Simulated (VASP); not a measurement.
# AlN (Fm-3m) in VASP: single point with HSE06

Aim: the single point of AlN with HSE06.

All numbers are computed with VASP 6.6.1; they aren't measurements. Logs are shortened: lines on timing, memory, paths and dates and some standing lists are left out, and cuts for length are marked.

### Step 1. The cell of the first run

Symmetry: Fm-3m, No. 225, cubic system. Conventional cell: a = 3.917 Å, b = 3.917 Å, c = 3.917 Å, α = 90.00°, β = 90.00°, γ = 90.00°. Al (site symmetry m-3m) has 6 N at 1.96 Å within 2.6 Å. N (site symmetry m-3m) has 6 Al at 1.96 Å within 2.6 Å.

### Step 2. Single point, HSE06 (strain -3.0%)

File POSCAR:

```
AlN
1.0
    0.0000000000      1.9583023986      1.9583023986
    1.9583023986      0.0000000000      1.9583023986
    1.9583023986      1.9583023986      0.0000000000
Al N
1 1
Direct
    0.0000000000      0.0000000000      0.0000000000
    0.5000000000      0.5000000000      0.5000000000
```

File INCAR.step1:

```
PREC = Accurate ; ENCUT = 520
EDIFF = 1E-5 ; ISMEAR = 0
SIGMA = 0.01 ; LREAL = F
LASPH = T ; NELM = 100
ALGO = Normal ; ISIF = 2
LWAVE = T ; GGA = PE
NBANDS = 11
```

File INCAR.step2:

```
PREC = Accurate ; ENCUT = 520
EDIFF = 1E-6 ; ISMEAR = 0
SIGMA = 0.01 ; LREAL = F
LASPH = T ; NELM = 100
ALGO = Normal ; ISIF = 2
LWAVE = F ; LCHARG = T
GGA = PE ; LHFCALC = T
HFSCREEN = 0.2079 ; PRECFOCK = Normal
LELF = T ; LVHAR = T
ISTART = 1 ; NBANDS = 11
```

File KPOINTS:

```
Automatic mesh
0
Gamma
  8 8 8
```

Potentials or basis: VASP PAW PBE potentials, release 64 (Al, N).

The run is started by

```console
$ cat potpaw_PBE.64/Al/POTCAR potpaw_PBE.64/N/POTCAR > POTCAR
$ cp INCAR.step1 INCAR
$ mpirun -np 1 vasp_std > vasp.out
$ cp INCAR.step2 INCAR
$ mpirun -np 1 vasp_std > vasp.out
```

OUTCAR:

```text
PREC = Accurate
   ENCUT = 520
   EDIFF = 1E-6
   ISMEAR = 0
   LREAL = F
   LASPH = T
   NELM = 100
   ISIF = 2
   GGA = PE
   LHFCALC = T
   HFSCREEN = 0.2079
   PRECFOCK = Normal
   ISTART = 1

 ion  position               nearest neighbor table
   1  0.000  0.000  0.000-   2 1.96   2 1.96   2 1.96   2 1.96   2 1.96   2 1.96
   2  0.500  0.500  0.500-   1 1.96   1 1.96   1 1.96   1 1.96   1 1.96   1 1.96

  LATTYP: Found a face centered cubic cell.
 ALAT       =     3.9166047972

  Lattice vectors:

 A1 = (   0.0000000000,   1.9583023986,   1.9583023986)
 A2 = (   1.9583023986,   0.0000000000,   1.9583023986)
 A3 = (   1.9583023986,   1.9583023986,   0.0000000000)

Analysis of symmetry for initial positions (statically):
=====================================================================
 Subroutine PRICEL returns:
 Original cell was already a primitive cell.

 Routine SETGRP: Setting up the symmetry group for a
 face centered cubic supercell.

 Subroutine GETGRP returns: Found 48 space group operations
 (whereof 48 operations were pure point group operations)
 out of a pool of 48 trial point group operations.

The static configuration has the point symmetry O_h .

Analysis of symmetry for dynamics (positions and initial velocities):
=====================================================================
 Subroutine PRICEL returns:
 Original cell was already a primitive cell.

 Routine SETGRP: Setting up the symmetry group for a
 face centered cubic supercell.

 Subroutine GETGRP returns: Found 48 space group operations
 (whereof 48 operations were pure point group operations)
 out of a pool of 48 trial point group operations.

The dynamic configuration has the point symmetry O_h .

 Subroutine INISYM returns: Found 48 space group operations
 (whereof 48 operations are pure point group operations),
 and found     1 'primitive' translations

----------------------------------------------------------------------------------------

                                     Primitive cell

  volume of cell :      15.0200

  direct lattice vectors                    reciprocal lattice vectors
     0.000000000  1.958302399  1.958302399    -0.255323182  0.255323182  0.255323182
     1.958302399  0.000000000  1.958302399     0.255323182 -0.255323182  0.255323182
     1.958302399  1.958302399  0.000000000     0.255323182  0.255323182 -0.255323182

  length of vectors
     2.769457811  2.769457811  2.769457811     0.442232724  0.442232724  0.442232724

  position of ions in fractional coordinates (direct lattice)
     0.000000000  0.000000000  0.000000000
     0.500000000  0.500000000  0.500000000

  ion indices of the primitive-cell ions
   primitive index   ion index
                 1           1
                 2           2

----------------------------------------------------------------------------------------

 KPOINTS: Automatic mesh

Automatic generation of k-mesh.
 Grid dimensions read from file:
 generate k-points for:    8    8    8

 Generating k-lattice:

  Cartesian coordinates                     Fractional coordinates (reciprocal lattice)
    -0.031915398  0.031915398  0.031915398     0.125000000  0.000000000  0.000000000
     0.031915398 -0.031915398  0.031915398     0.000000000  0.125000000  0.000000000
     0.031915398  0.031915398 -0.031915398     0.000000000  0.000000000  0.125000000

  Length of vectors
     0.055279090  0.055279090  0.055279090

  Shift w.r.t. Gamma in fractional coordinates (k-lattice)
     0.000000000  0.000000000  0.000000000

 Subroutine IBZKPT returns following result:
 ===========================================

 Found     29 irreducible k-points:

 Following reciprocal coordinates:
            Coordinates               Weight
  0.000000  0.000000  0.000000      1.000000
  0.125000  0.000000  0.000000      8.000000
  0.250000  0.000000  0.000000      8.000000
  0.375000  0.000000  0.000000      8.000000
  0.500000  0.000000  0.000000      4.000000
  0.125000  0.125000  0.000000      6.000000
[... 16 lines left out ...]
  0.500000  0.250000  0.125000     48.000000
 -0.375000  0.250000  0.125000     24.000000
 [... further k-points ...]
   k-points           NKPTS =     29   k-points in BZ     NKDIM =    512   number of bands    NBANDS=     11
   number of dos      NEDOS =    301   number of ions     NIONS =      2
   total plane-waves  NPLWV =  13824
   dimension x,y,z NGX =    24 NGY =   24 NGZ =   24
   dimension x,y,z NGXF=    48 NGYF=   48 NGZF=   48
   ions per type =               1   1
   NGX,Y,Z   is equivalent  to a cutoff of  14.41, 14.41, 14.41 a.u.
   NGXF,Y,Z  is equivalent  to a cutoff of  28.81, 28.81, 28.81 a.u.
 SYSTEM =  unknown system
   PREC   = accura    normal or accurate (medium, high low for compatibility)
   ISTART =      1    job   : 0-new  1-cont  2-samecut
   ICHARG =      0    charge: 1-file 2-atom 10-const
   ISPIN  =      1    spin polarized calculation?
   LNONCOLLINEAR =      F non collinear calculations
   LSORBIT =      F    spin-orbit coupling
   LASPH  =      T    aspherical Exc in radial PAW
   ENCUT  =  520.0 eV  38.22 Ry    6.18 a.u.   5.15  5.15  5.15*2*pi/ulx,y,z
   NELM   =    100;   NELMIN=  2; NELMDL=  0     # of ELM steps
   EDIFF  = 0.1E-05   stopping-criterion for ELM
   LREAL  =      F    real-space projection
   EDIFFG = 0.1E-04   stopping-criterion for IOM
   NSW    =      0    number of steps for IOM
   IBRION =     -1    ionic relax: 0-MD 1-quasi-New 2-CG
   NFREE  =      0    steps in history (QN), initial steepest desc. (CG)
   ISIF   =      2    stress and relaxation
   ISYM   =      3    0-nonsym 1-usesym 2-fastsym
   POTIM  = 0.5000    time-step for ionic-motion
   TEBEG  =    0.0;   TEEND  =   0.0 temperature during run
   PSTRESS=    0.0 pullay stress
   NELECT =       8.0000    total number of electrons
   NUPDOWN=      -1.0000    fix difference up-down
   EMIN   =  10.00;   EMAX   =-10.00  energy-range for DOS
   EFERMI =   0.00;   METHOD = LEGACY
   ISMEAR =     0;   SIGMA  =   0.01  broadening in eV -4-tet -1-fermi 0-gaus
   EFERMI_NEDOS =   21; number of points for ismear=-14 and -15
   IALGO  =     38    algorithm
   IMIX   =      1    mixing-type and parameters
     AMIX     =   0.40;   BMIX     =  1.00
     AMIX_MAG =   1.60;   BMIX_MAG =  1.00
  volume/ion in A,a.u.               =       7.51        50.68
  Fermi-wavevector in a.u.,A,eV,Ry     =   1.327033  2.507729 23.960087  1.761017
  Thomas-Fermi vector in A             =   2.456376
   LORBIT       =      0    0 simple, 1 ext, 2 COOP (PROOUT), +10 PAW based schemes
   GGA     = PE    functional components
   LHFCALC =     T    Hartree Fock is set to
   PRECFOCK=normal    Normal, Fast or Accurate (Low or Medium for compatibility)
   ENCUT4O =  -1.0   cutoff for four orbital integrals eV
   NKREDX  =     1    reduce k-point grid by
   NKREDY  =     1    reduce k-point grid by
   NKREDZ  =     1    reduce k-point grid by
   AEXX    =    0.2500 exact exchange contribution
   HFSCREEN=    0.2079 screening length (either q_TF or 0.3 A-1)
   HFSCREENC=   0.2079 screening length for correlation (either q_TF or 0.3 A-1)
   ENCUTFOCK=  -1.0 apply spherical cutoff to Coloumb kernel
   IVDW    =     0    specifies the selected vdW correction
   LEPSILON=     F    determine dielectric tensor
   LRPA    =     F    only Hartree local field effects (RPA)
 non-spin polarized calculation
 Gauss-broadening in eV      SIGMA  =   0.01
  energy-cutoff  :      520.00
  volume of cell :       15.02
 maximum number of plane-waves:       415
 NGX is ok and might be reduce to    24
  NGX = 16; NGY = 16; NGZ = 16

 number of electron       8.0000000 magnetization

 Free energy of the ion-electron system (eV)
  ---------------------------------------------------
  ext. energy  EPLUGINS =         0.00000000
  ---------------------------------------------------
  free energy    TOTEN  =       -17.02041991 eV

  energy without entropy =      -17.02041991  energy(sigma->0) =      -17.02041991

 E-fermi :  10.4788     XC(G=0): -10.4074

 val. band max:       10.3611871046   @ k =   0.0000   0.0000   0.0000
 cond. band min:      16.8373967803   @ k =   0.5000   0.5000   0.0000
 fundamental gap:      6.4762096757
 Fermi energy:        10.4788358215

 k-point     1 :       0.0000    0.0000    0.0000
  band No.  band energies     occupation
      1      -9.7983      2.00000
      2      10.3612      2.00000
      3      10.3612      2.00000
      4      10.3612      2.00000
      5      19.1317      0.00000
      6      24.5289      0.00000
      7      24.5289      0.00000
      8      24.5289      0.00000
      9      29.9937      0.00000
     10      30.8577      0.00000
     11      30.8577      0.00000

 k-point     2 :       0.1250    0.0000    0.0000
  band No.  band energies     occupation
      1      -9.4235      2.00000
      2       8.7197      2.00000
      3      10.1265      2.00000
      4      10.1265      2.00000
      5      19.9066      0.00000
      6      23.3988      0.00000
      7      25.0642      0.00000
      8      25.0642      0.00000
      9      29.1276      0.00000
     10      29.1276      0.00000
     11      31.9311      0.00000

 k-point     3 :       0.2500    0.0000    0.0000
  band No.  band energies     occupation
      1      -8.3531      2.00000
      2       5.4205      2.00000
      3       9.6178      2.00000
      4       9.6178      2.00000
      5      19.6500      0.00000
      6      24.3218      0.00000
      7      25.1059      0.00000
      8      25.1059      0.00000
      9      29.3294      0.00000
     10      29.3294      0.00000
     11      31.0534      0.00000

 k-point     4 :       0.3750    0.0000    0.0000
  band No.  band energies     occupation
      1      -6.8441      2.00000
      2       2.2289      2.00000
      3       9.1717      2.00000
      4       9.1717      2.00000
      5      18.8593      0.00000
      6      24.1934      0.00000
      7      24.1934      0.00000
      8      26.4352      0.00000
      9      30.0022      0.00000
     10      32.2245      0.00000
     11      32.2245      0.00000

 k-point     5 :       0.5000    0.0000    0.0000
  band No.  band energies     occupation
      1      -5.9053      2.00000
      2       0.6866      2.00000
      3       9.0013      2.00000
      4       9.0013      2.00000
      5      18.5794      0.00000
      6      23.8106      0.00000
      7      23.8106      0.00000
      8      27.4145      0.00000
      9      29.6115      0.00000
     10      34.4399      0.00000
     11      34.4399      0.00000
[... 211 lines left out ...]
 k-point    21 :       0.5000    0.5000    0.0000
  band No.  band energies     occupation
      1      -4.7066      2.00000
      2       1.6384      2.00000
      3       7.0385      2.00000
      4       7.0385      2.00000
      5      16.8374      0.00000
      6      17.3779      0.00000
      7      27.8981      0.00000
      8      31.5030      0.00000
      9      31.5030      0.00000
     10      36.9413      0.00000
     11      41.1173      0.00000

 k-point    22 :       0.3750    0.2500    0.1250
  band No.  band energies     occupation
      1      -7.4661      2.00000
      2       4.9972      2.00000
      3       7.3159      2.00000
      4       8.9230      2.00000
      5      20.9378      0.00000
      6      22.0143      0.00000
      7      23.2329      0.00000
      8      27.3065      0.00000
      9      28.3078      0.00000
     10      33.1605      0.00000
     11      35.6221      0.00000

 k-point    23 :       0.5000    0.2500    0.1250
  band No.  band energies     occupation
      1      -6.1032      2.00000
      2       2.8944      2.00000
      3       6.2460      2.00000
      4       8.2954      2.00000
      5      20.9786      0.00000
      6      22.0188      0.00000
      7      23.9131      0.00000
      8      26.6710      0.00000
      9      30.4998      0.00000
     10      33.9340      0.00000
     11      35.9318      0.00000

 k-point    24 :      -0.3750    0.2500    0.1250
  band No.  band energies     occupation
      1      -5.3039      2.00000
      2       1.7028      2.00000
      3       5.9915      2.00000
      4       7.9882      2.00000
      5      21.0808      0.00000
      6      21.3868      0.00000
      7      25.7376      0.00000
      8      26.0301      0.00000
      9      31.6759      0.00000
     10      33.0192      0.00000
     11      36.3090      0.00000

 [... further k-points ...]
[... 5 lines left out ...]
  --------------------------------------------------------------------------------------
  -------------------------------------------------------------------------------------
  Total        2.6797979      2.6797979      2.6797979     -0.0000000      0.0000000     -0.0000000
  in kB      285.8534047    285.8534047    285.8534047     -0.0000000      0.0000000     -0.0000000
  external PRESSURE =     285.8534047 kB  Pullay stress =       0.0000000 kB

 VOLUME and BASIS-vectors are now :
 -----------------------------------------------------------------------------
  energy-cutoff  :      520.00
  volume of cell :       15.02
      direct lattice vectors                 reciprocal lattice vectors
     0.000000000  1.958302399  1.958302399    -0.255323182  0.255323182  0.255323182
     1.958302399  0.000000000  1.958302399     0.255323182 -0.255323182  0.255323182
     1.958302399  1.958302399  0.000000000     0.255323182  0.255323182 -0.255323182

 POSITION                                       TOTAL-FORCE (eV/Angst)
 -----------------------------------------------------------------------------------
      0.00000      0.00000      0.00000        -0.000000     -0.000000     -0.000000
      1.95830      1.95830      1.95830         0.000000      0.000000      0.000000
 -----------------------------------------------------------------------------------
    total drift:                               -0.000000     -0.000000     -0.000000

  FREE ENERGIE OF THE ION-ELECTRON SYSTEM (eV)
  ---------------------------------------------------
  free  energy   TOTEN  =       -17.0204199109 eV

  energy  without entropy=      -17.0204199109  energy(sigma->0) =      -17.02041991
```

Run time: 7.1 min. Hardware: 1 thread of Intel Xeon Platinum 8488C (Sapphire Rapids), shared host; peak memory 0.24 GiB.

Results:

| Item | Value |
| --- | --- |
| Free energy | -17.0204 eV |
| Pressure | 28.6 GPa |
| Band gap on the k mesh | 6.48 eV (least direct gap 8.77 eV) |

Levels at points of the mesh, in eV from the valence-band top:
```tsv
k point	band 1	band 2	band 3	band 4	band 5	band 6	band 7	band 8	band 9
(0.00, 0.00, 0.00)	-20.16	0.00	0.00	0.00	8.77	14.17	14.17	14.17	19.63
(0.50, 0.00, 0.00)	-16.27	-9.67	-1.36	-1.36	8.22	13.45	13.45	17.05	19.25
(0.50, 0.50, 0.00)	-15.07	-8.72	-3.32	-3.32	6.48	7.02	17.54	21.14	21.14
```

Caveat: the cell differs from its parent crystal (strain -3.0%); the cell stands under pressure; the structure was generated, so it needn't be the stable form of AlN; the PAW data sets were made with another functional, which shifts forces and pressure a little. A k mesh can miss the band edges.
